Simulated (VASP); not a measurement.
# Bi3Sb2 (P-3m1) in VASP: a series of runs, part 2 of 2

VASP 6.6.1. The steps go on from the part before.

## (3) Relaxation of cell and atoms, PBE

This run uses another cell than the first one, of 28.95 Å³/atom.

Contents of INCAR:

```
PREC = Accurate
ENCUT = 600
EDIFF = 1E-6
ISMEAR = 0
SIGMA = 0.1
LREAL = False
LASPH = True
NELM = 100
ALGO = Fast
ISIF = 3
LWAVE = False
LCHARG = False
GGA = PE
IBRION = 2
NSW = 90
EDIFFG = -0.04
```

Contents of KPOINTS:

```
Automatic mesh
0
Gamma
  6 6 4
```

Contents of POSCAR:

```
Bi3Sb2
1.0
    4.7536266801      0.0000000000      0.0000000000
   -2.3768133400      4.1167614650      0.0000000000
    0.0000000000      0.0000000000      7.3958709515
Sb Bi
2 3
Direct
    0.3333333333      0.6666666667      0.2450000000
    0.6666666667      0.3333333333      0.7550000000
    0.0000000000      0.0000000000      0.0000000000
    0.3333333333      0.6666666667      0.6450000000
    0.6666666667      0.3333333333      0.3550000000
```

Potentials or basis: VASP PAW PBE potentials, release 64 (Sb, Bi_d).

Command:

```bash
$ cat potpaw_PBE.64/Sb/POTCAR potpaw_PBE.64/Bi_d/POTCAR > POTCAR
$ mpirun -np 1 vasp_std > vasp.out
```

OUTCAR:

```text
PREC = Accurate
   ENCUT = 600
   EDIFF = 1E-6
   ISMEAR = 0
   LREAL = False
   LASPH = True
   NELM = 100
   ISIF = 3
   GGA = PE
   IBRION = 2
   NSW = 90
   EDIFFG = -0.04

 ion  position               nearest neighbor table
   1  0.333  0.667  0.245-   5 2.86   5 2.86   5 2.86   4 2.96   3 3.29   3 3.29   3 3.29
   2  0.667  0.333  0.755-   4 2.86   4 2.86   4 2.86   5 2.96   3 3.29   3 3.29   3 3.29
   3  0.000  0.000  0.000-   1 3.29   2 3.29   1 3.29   2 3.29   2 3.29   1 3.29   4 3.80   5 3.80
                             5 3.80   4 3.80   5 3.80   4 3.80
   4  0.333  0.667  0.645-   2 2.86   2 2.86   2 2.86   1 2.96   5 3.48   5 3.48   5 3.48   3 3.80
                             3 3.80   3 3.80
   5  0.667  0.333  0.355-   1 2.86   1 2.86   1 2.86   2 2.96   4 3.48   4 3.48   4 3.48   3 3.80
                             3 3.80   3 3.80

  LATTYP: Found a hexagonal cell.
 ALAT       =     4.7536266801
 C/A-ratio  =     1.5558375634

  Lattice vectors:

 A1 = (   4.7536266801,   0.0000000000,   0.0000000000)
 A2 = (  -2.3768133400,   4.1167614650,   0.0000000000)
 A3 = (   0.0000000000,   0.0000000000,   7.3958709515)

Analysis of symmetry for initial positions (statically):
=====================================================================
 Subroutine PRICEL returns:
 Original cell was already a primitive cell.

 Routine SETGRP: Setting up the symmetry group for a
 hexagonal supercell.

 Subroutine GETGRP returns: Found 12 space group operations
 (whereof 12 operations were pure point group operations)
 out of a pool of 24 trial point group operations.

The static configuration has the point symmetry D_3d.

Analysis of symmetry for dynamics (positions and initial velocities):
=====================================================================
 Subroutine PRICEL returns:
 Original cell was already a primitive cell.

 Routine SETGRP: Setting up the symmetry group for a
 hexagonal supercell.

 Subroutine GETGRP returns: Found 12 space group operations
 (whereof 12 operations were pure point group operations)
 out of a pool of 24 trial point group operations.

The dynamic configuration has the point symmetry D_3d.

 Subroutine INISYM returns: Found 12 space group operations
 (whereof 12 operations are pure point group operations),
 and found     1 'primitive' translations

----------------------------------------------------------------------------------------

                                     Primitive cell

  volume of cell :     144.7338

  direct lattice vectors                    reciprocal lattice vectors
     4.753626680  0.000000000  0.000000000     0.210365699  0.121454693  0.000000000
    -2.376813340  4.116761465  0.000000000     0.000000000  0.242909386  0.000000000
     0.000000000  0.000000000  7.395870952     0.000000000  0.000000000  0.135210580

  length of vectors
     4.753626680  4.753626680  7.395870952     0.242909386  0.242909386  0.135210580

  position of ions in fractional coordinates (direct lattice)
     0.333333333  0.666666667  0.245000000
     0.666666667  0.333333333  0.755000000
     0.000000000  0.000000000  0.000000000
     0.333333333  0.666666667  0.645000000
     0.666666667  0.333333333  0.355000000

  ion indices of the primitive-cell ions
   primitive index   ion index
                 1           1
                 2           2
                 3           3
                 4           4
                 5           5

----------------------------------------------------------------------------------------

 KPOINTS: Automatic mesh

Automatic generation of k-mesh.
 Grid dimensions read from file:
 generate k-points for:    6    6    4

 Generating k-lattice:

  Cartesian coordinates                     Fractional coordinates (reciprocal lattice)
     0.035060950  0.020242449  0.000000000     0.166666667  0.000000000  0.000000000
     0.000000000  0.040484898  0.000000000     0.000000000  0.166666667  0.000000000
     0.000000000  0.000000000  0.033802645     0.000000000  0.000000000  0.250000000

  Length of vectors
     0.040484898  0.040484898  0.033802645

  Shift w.r.t. Gamma in fractional coordinates (k-lattice)
     0.000000000  0.000000000  0.000000000

 Subroutine IBZKPT returns following result:
 ===========================================

 Found     24 irreducible k-points:

 Following reciprocal coordinates:
            Coordinates               Weight
  0.000000  0.000000  0.000000      1.000000
  0.166667 -0.000000  0.000000      6.000000
  0.333333 -0.000000  0.000000      6.000000
  0.500000 -0.000000  0.000000      3.000000
  0.166667  0.166667  0.000000      6.000000
  0.333333  0.166667  0.000000     12.000000
[... 16 lines left out ...]
  0.333333  0.166667  0.500000     12.000000
  0.333333  0.333333  0.500000      2.000000
   k-points           NKPTS =     24   k-points in BZ     NKDIM =     24   number of bands    NBANDS=     33
   number of dos      NEDOS =    301   number of ions     NIONS =      5
   total plane-waves  NPLWV =  96000
   dimension x,y,z NGX =    40 NGY =   40 NGZ =   60
   dimension x,y,z NGXF=    80 NGYF=   80 NGZF=  120
   ions per type =               2   3
   NGX,Y,Z   is equivalent  to a cutoff of  13.99, 13.99, 13.49 a.u.
   NGXF,Y,Z  is equivalent  to a cutoff of  27.98, 27.98, 26.97 a.u.
 SYSTEM =  unknown system
   PREC   = accura    normal or accurate (medium, high low for compatibility)
   ISTART =      0    job   : 0-new  1-cont  2-samecut
   ICHARG =      2    charge: 1-file 2-atom 10-const
   ISPIN  =      1    spin polarized calculation?
   LNONCOLLINEAR =      F non collinear calculations
   LSORBIT =      F    spin-orbit coupling
   LASPH  =      T    aspherical Exc in radial PAW
   ENCUT  =  600.0 eV  44.10 Ry    6.64 a.u.   9.49  9.49 14.77*2*pi/ulx,y,z
   NELM   =    100;   NELMIN=  2; NELMDL= -5     # of ELM steps
   EDIFF  = 0.1E-05   stopping-criterion for ELM
   LREAL  =      F    real-space projection
   EDIFFG = -.4E-01   stopping-criterion for IOM
   NSW    =     90    number of steps for IOM
   IBRION =      2    ionic relax: 0-MD 1-quasi-New 2-CG
   NFREE  =      1    steps in history (QN), initial steepest desc. (CG)
   ISIF   =      3    stress and relaxation
   ISYM   =      2    0-nonsym 1-usesym 2-fastsym
   POTIM  = 0.5000    time-step for ionic-motion
   TEBEG  =    0.0;   TEEND  =   0.0 temperature during run
   PSTRESS=    0.0 pullay stress
   NELECT =      55.0000    total number of electrons
   NUPDOWN=      -1.0000    fix difference up-down
   EMIN   =  10.00;   EMAX   =-10.00  energy-range for DOS
   EFERMI =   0.00;   METHOD = LEGACY
   ISMEAR =     0;   SIGMA  =   0.10  broadening in eV -4-tet -1-fermi 0-gaus
   EFERMI_NEDOS =   21; number of points for ismear=-14 and -15
   IALGO  =     68    algorithm
   IMIX   =      4    mixing-type and parameters
     AMIX     =   0.40;   BMIX     =  1.00
     AMIX_MAG =   1.60;   BMIX_MAG =  1.00
  volume/ion in A,a.u.               =      28.95       195.34
  Fermi-wavevector in a.u.,A,eV,Ry     =   1.185784  2.240807 19.130940  1.406084
  Thomas-Fermi vector in A             =   2.321971
   LORBIT       =      0    0 simple, 1 ext, 2 COOP (PROOUT), +10 PAW based schemes
   GGA     = PE    functional components
   LHFCALC =     F    Hartree Fock is set to
   AEXX    =    0.0000 exact exchange contribution
   IVDW    =     0    specifies the selected vdW correction
   LEPSILON=     F    determine dielectric tensor
   LRPA    =     F    only Hartree local field effects (RPA)
 conjugate gradient relaxation of ions
 non-spin polarized calculation
 RMM-DIIS sequential band-by-band and
 Gauss-broadening in eV      SIGMA  =   0.10
  energy-cutoff  :      600.00
  volume of cell :      144.73
 maximum number of plane-waves:      4878
 NGX is ok and might be reduce to    40
   NGX = 19   NGY = 19   NGZ = 29

--------------------------------------- Ionic step        1  -------------------------------------------

 number of electron      55.0000002 magnetization

 Free energy of the ion-electron system (eV)
  ---------------------------------------------------
  ext. energy  EPLUGINS =         0.00000000
  ---------------------------------------------------
  free energy    TOTEN  =       -17.23268189 eV

  energy without entropy =      -17.21799156  energy(sigma->0) =      -17.22533673

 E-fermi :   8.6163     XC(G=0): -10.1488

 val. band max:        8.6046841604   @ k =   0.1667   0.1667   0.2500
 cond. band min:       8.6314759518   @ k =   0.3333  -0.0000   0.5000
 fundamental gap:      0.0267917913
 Fermi energy:         8.6163286979
[... 1843 lines left out ...]
  FREE ENERGIE OF THE ION-ELECTRON SYSTEM (eV)
  ---------------------------------------------------
  free  energy   TOTEN  =       -18.7271086617 eV

  energy  without entropy=      -18.7084448214  energy(sigma->0) =      -18.71777674

[... ionic steps 4 to 26 ...]

--------------------------------------- Ionic step       27  -------------------------------------------

 number of electron      55.0000000 magnetization

------------------------ aborting loop because EDIFF is reached ----------------------------------------
[... 73 lines left out ...]
--------------------------------------- Ionic step       29  -------------------------------------------

 number of electron      55.0000001 magnetization

 Free energy of the ion-electron system (eV)
  ---------------------------------------------------
  ext. energy  EPLUGINS =         0.00000000
  ---------------------------------------------------
  free energy    TOTEN  =       -19.18656901 eV

  energy without entropy =      -19.16819053  energy(sigma->0) =      -19.17737977

 E-fermi :   6.3309     XC(G=0):  -9.3116

 val. band max:        6.3119182055   @ k =   0.5000  -0.0000   0.2500
 cond. band min:       6.3391420578   @ k =   0.1667   0.1667   0.0000
 fundamental gap:      0.0272238523
 Fermi energy:         6.3308839048
[... 894 lines left out ...]
  FREE ENERGIE OF THE ION-ELECTRON SYSTEM (eV)
  ---------------------------------------------------
  free  energy   TOTEN  =       -19.1865690137 eV

  energy  without entropy=      -19.1681905299  energy(sigma->0) =      -19.17737977

 reached required accuracy - stopping structural energy minimisation
```

OSZICAR:

```text
N       E                     dE             d eps       ncg     rms          rms(c)
DAV:   1     0.623763109479E+03    0.62376E+03   -0.28611E+04  1584   0.199E+03
DAV:   2     0.509431740801E+02   -0.57282E+03   -0.56661E+03  1650   0.520E+02
DAV:   3    -0.143762336443E+02   -0.65319E+02   -0.64528E+02  1965   0.187E+02
[... 343 lines left out ...]
RMM:   5    -0.191865483590E+02   -0.22859E-03   -0.26787E-03  2283   0.370E-01    0.432E-02
RMM:   6    -0.191865581070E+02   -0.97480E-05   -0.24067E-04  2005   0.119E-01    0.133E-02
RMM:   7    -0.191865639429E+02   -0.58359E-05   -0.99070E-05  2030   0.751E-02    0.948E-03
RMM:   8    -0.191865667048E+02   -0.27619E-05   -0.35039E-05  2060   0.481E-02    0.283E-03
RMM:   9    -0.191865683165E+02   -0.16117E-05   -0.91819E-06  1280   0.191E-02    0.178E-03
RMM:  10    -0.191865690137E+02   -0.69723E-06   -0.19115E-06   975   0.124E-02
  29 F= -.19186569E+02 E0= -.19177380E+02  d E =-.119963E-02
```

Wall time 32 min (1 thread of Intel Xeon 6975P-C (Granite Rapids), shared host); peak memory 0.39 GiB.

What came out:

```yaml
Free_energy: -19.1866 eV
Relaxed_volume: 34.48 Å³/atom
Relaxed_cell: a = 5.528 Å, b = 5.528 Å, c = 6.514 Å, α = 90.00°, β = 90.00°, γ = 120.00°
Space_group_after_relaxing_to_0.1_Å: P-3m1 (No. 164)
Energy_gained_by_relaxing: 390.8 meV/atom
Ionic_steps: 29
Pressure_after_relaxing: 0.1 GPa
Largest_force_after_relaxing: 0.036 eV/Å
Band_gap_on_the_k_mesh: zero (an odd number of electrons rules out a gap without spin polarisation)
```

Forces on the atoms (eV/Å):
```
Sb   0.000  0.000  0.007
Sb   0.000  0.000 -0.007
Bi   0.000  0.000  0.000
Bi   0.000  0.000  0.036
Bi   0.000  0.000 -0.036
```

The path:
| step | energy change (eV) | largest force (eV/Å) | pressure (GPa) | volume (Å³) |
| --- | --- | --- | --- | --- |
| 1 | 0.0000 | 2.0788 | 15.12 | 144.73 |
| 2 | -0.9422 | 0.1368 | -5.02 | 209.73 |
| 3 | -1.4944 | 0.5031 | -0.44 | 179.81 |
| 4 | -1.4943 | 0.5249 | -0.26 | 179.06 |
| 5 | -1.5408 | 0.4951 | -0.18 | 177.73 |
| 6 | -1.6204 | 0.4560 | 0.30 | 173.55 |
| 7 | -1.6297 | 0.6728 | 1.95 | 164.27 |
| 8 | -1.6538 | 0.6368 | 1.59 | 164.90 |
| 9 | -1.6887 | 0.5452 | 0.63 | 166.73 |
| 10 | -1.6891 | 0.5321 | 0.50 | 166.99 |
| 11 | -1.7058 | 0.4834 | 0.34 | 167.47 |
| 12 | -1.7368 | 0.3625 | -0.12 | 168.89 |
| 13 | -1.7368 | 0.1954 | -0.73 | 171.59 |
| 14 | -1.7446 | 0.2694 | -0.49 | 170.39 |
| 15 | -1.7448 | 0.2856 | -0.43 | 170.10 |
| 16 | -1.7514 | 0.2764 | -0.16 | 169.13 |
| 17 | -1.7597 | 0.2573 | 0.56 | 166.63 |
| 18 | -1.7652 | 0.2523 | 0.55 | 166.72 |
| 19 | -1.7817 | 0.2441 | 0.50 | 166.98 |
| 20 | -1.8134 | 0.1998 | 0.39 | 167.49 |
| 21 | -1.8635 | 0.1521 | 0.25 | 168.51 |
| 22 | -1.9201 | 0.2110 | 0.50 | 170.47 |
| 23 | -1.9239 | 0.2653 | 0.67 | 170.96 |
| 24 | -1.8950 | 0.1580 | -1.86 | 181.51 |
| 25 | -1.9343 | 0.1775 | -0.26 | 174.50 |
| 26 | -1.9451 | 0.1089 | -0.21 | 173.97 |
| 27 | -1.9527 | 0.0608 | -0.12 | 173.13 |
| 28 | -1.9487 | 0.0804 | 0.54 | 170.90 |
| 29 | -1.9539 | 0.0356 | 0.08 | 172.40 |

Final structure:
```xyz
5
Lattice="5.5279 0.0000 0.0000 -2.7639 4.7873 0.0000 0.0000 0.0000 6.5145" Properties=species:S:1:pos:R:3 pbc="T T T"
Sb    0.0000    3.1915    1.4368
Sb    2.7639    1.5958    5.0777
Bi    0.0000    0.0000    0.0000
Bi    0.0000    3.1915    4.8198
Bi    2.7639    1.5958    1.6947
```

Caveat: the volume moved by over 15 % at a fixed basis, so the end points are rough; spin-orbit coupling is left out, which moves the levels of the heavy elements.

## (4) Single point, PBE

This run uses another cell than the first one, of 34.61 Å³/atom.

Contents of INCAR:

```
SYSTEM = Bi3Sb2
ALGO = Fast
EDIFF = 1E-6
ENCUT = 520
GGA = PE
ISIF = 2
ISMEAR = 0
LASPH = .TRUE.
LCHARG = .FALSE.
LREAL = .FALSE.
LWAVE = .FALSE.
NBANDS = 36
NELM = 80
PREC = Accurate
SIGMA = 0.1
```

Contents of KPOINTS:

```
k-points
0
G
  12 12 6
  0 0 0
```

Contents of POSCAR:

```
Bi3Sb2
1.0
    5.5581704755      0.0000000000      0.0000000000
   -2.7790852377      4.8135168303      0.0000000000
    0.0000000000      0.0000000000      6.4678630544
Sb Bi
2 3
Direct
    0.3333333333      0.6666666667      0.2288343327
    0.6666666667      0.3333333333      0.7711656673
    0.0000000000      0.0000000000      0.0000000000
    0.3333333333      0.6666666667      0.7473692329
    0.6666666667      0.3333333333      0.2526307671
```

Command:

```bash
$ cat potpaw_PBE.64/Sb/POTCAR potpaw_PBE.64/Bi_d/POTCAR > POTCAR
$ mpirun -np 1 vasp_std > vasp.out
```

Wall time 6.7 min (1 thread of Intel Xeon 6975P-C (Granite Rapids), shared host); peak memory 0.62 GiB.

The run converged. Its results:

| Property | Result |
| --- | --- |
| Free energy | -19.2047 eV |
| Pressure | -0.1 GPa |
| Largest force | 0.003 eV/Å |
| Band gap on the k mesh | zero (an odd number of electrons rules out a gap without spin polarisation) |

Forces in eV/Å, atoms in the order of the input:
```
Sb   0.000  0.000  0.001
Sb   0.000  0.000 -0.001
Bi   0.000  0.000  0.000
Bi   0.000  0.000 -0.003
Bi   0.000  0.000  0.003
```

Levels at points of the mesh, in eV from the Fermi level:
| k point | band 23 | band 24 | band 25 | band 26 | band 27 | band 28 | band 29 | band 30 | band 31 | band 32 |
| --- | --- | --- | --- | --- | --- | --- | --- | --- | --- | --- |
| (0.00, 0.00, 0.00) | -3.49 | -2.61 | -2.61 | -1.98 | -1.61 | -1.61 | -0.26 | 1.46 | 1.46 | 3.08 |
| (0.50, 0.00, 0.00) | -3.22 | -2.33 | -2.25 | -1.74 | -0.15 | 0.52 | 1.72 | 2.18 | 2.41 | 2.64 |
| (0.00, 0.00, 0.50) | -2.50 | -2.50 | -2.43 | -2.43 | -1.73 | -1.69 | -0.08 | 0.56 | 0.56 | 1.00 |
| (0.50, 0.00, 0.50) | -3.00 | -1.85 | -1.13 | -0.49 | -0.19 | 0.28 | 0.44 | 1.26 | 1.62 | 1.88 |

Caveat: spin-orbit coupling is left out, which moves the levels of the heavy elements.

## (5) Summary

| task | cell | k mesh | cutoff (eV) | gap on the mesh (eV) | pressure (GPa) | largest force (eV/Å) |
| --- | --- | --- | --- | --- | --- | --- |
| single point | a = 5.196, b = 5.196, c = 7.284 Å, angles 90.0, 90.0, 120.0°, 5 atoms, atomic positions A | 6 × 6 × 4 | 520 | none | 0.1 | 0.02 |
| relaxation of cell and atoms | relaxed from a = 4.754, b = 4.754, c = 7.396 Å, angles 90.0, 90.0, 120.0°, 5 atoms, atomic positions B | 6 × 6 × 4 | 600 | none | 0.1 | 0.04 |
| single point | a = 5.558, b = 5.558, c = 6.468 Å, angles 90.0, 90.0, 120.0°, 5 atoms, atomic positions C | 12 × 12 × 6 | 520 | none | -0.1 | - |

Alike in all rows: level PBE; potentials or basis VASP PAW PBE potentials, release 64 (Sb, Bi_d); no spin polarisation; smearing gaussian 0.1 eV.

Caveats: spin-orbit coupling is left out, which moves the levels of the heavy elements; the volume moved by over 15 % at a fixed basis, so the end points are rough (at least some runs).

Total energies depend on the potentials used, so only differences within one code and one set of settings carry meaning.

The gap in the log of VASP goes by the Fermi energy; the results here count the filled bands.